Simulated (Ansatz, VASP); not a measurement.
**Two plane-wave programs on NiO**

The input INCAR:

```
PREC = Accurate ; ENCUT = 700
EDIFF = 1E-6 ; ISMEAR = 0
SIGMA = 0.05 ; LREAL = F
LASPH = T ; NELM = 200
ALGO = Normal ; ISIF = 2
LWAVE = F ; LCHARG = F
ISPIN = 2 ; MAGMOM = 1.91 0.21
LORBIT = 11 ; LMAXMIX = 4
LDAU = T ; LDAUTYPE = 2
LDAUL = 2 -1 ; LDAUU = 6.2 0
LDAUJ = 0 0 ; LDAUPRINT = 1
GGA = RE ; IVDW = 13
NBANDS = 23 ; GGA_COMPAT = F
```

The input KPOINTS:

```
regular mesh
0
Gamma
  10 10 10
```

POSCAR

```
NiO
1.0
    0.0000000000      2.1175243962      2.1175243962
    2.1175243962      0.0000000000      2.1175243962
    2.1175243962      2.1175243962      0.0000000000
Ni O
1 1
Direct
    0.0000000000      0.0000000000      0.0000000000
    0.5000000000      0.5000000000      0.5000000000
```

Input for Ansatz:

```yaml
crystal:
  lattice:
    - [0.0, 2.1175243962, 2.1175243962]
    - [2.1175243962, 0.0, 2.1175243962]
    - [2.1175243962, 2.1175243962, 0.0]
  atoms:
    - { symbol: Ni, position: [0.0, 0.0, 0.0], spin: 1.92 }
    - { symbol: O, position: [0.5, 0.5, 0.5] }
basis:
  ecutwfc: 420
  ecutrho_ratio: 4
kpoints:
  mp_grid: { grid: [10, 10, 10] }
hamiltonian:
  xc: revpbe
  dispersion: d4
  hubbard:
    sites:
      - { species: Ni, l: d, u_eff: 6.2, starting_ns: start.occupation_matrices }
    ns_hold: { iters: 6 }
scf:
  occupations: { method: gaussian, width: 0.05 }
  lower_state_search: "off"
output:
  forces: true
  stress: true
  eigenvalues: true
  populations: true
  hubbard: { sites: [{ species: Ni, l: d }] }
magnetization:
  spin_polarized: true
```

Alike in both runs: task single point; functional revPBE; dispersion D4; k mesh 10 × 10 × 10; occupations gaussian, width 0.05 eV; collinear spin; Hubbard terms Ni d U = 6.2 eV.

```csv
,VASP,Ansatz
version,VASP 6.6.1,Ansatz 0.2.0
potentials or method,"VASP PAW PBE potentials, release 64 (Ni_sv_GW, O), cutoff 700 eV","scalar-relativistic, plane waves, PAW"
valence electrons in the cell,24,24
```

|  | VASP | Ansatz | Ansatz less VASP |
| --- | --- | --- | --- |
| gap on the k mesh at the Fermi level (eV) | 2.17 | 2.10 | -0.075 |
| least direct gap on the mesh (eV) | 3.41 | 2.99 | -0.425 |
| pressure (GPa) | -2.5 | -0.3 | +2.18 |
| net moment per atom (μB) | 1.00 | 1.00 | 0.000 |
| size of the moment on the site where the two differ most (μB) | 1.80 | 1.74 | -0.063 |

VASP's potentials were made for PBE, not for revPBE. Site moments also hang on the region over which each program counts them. The programs project onto different local orbitals, so the same U acts differently, and such runs can settle in different states. Ansatz's warnings: dispersion switch in reach, stability check not made.
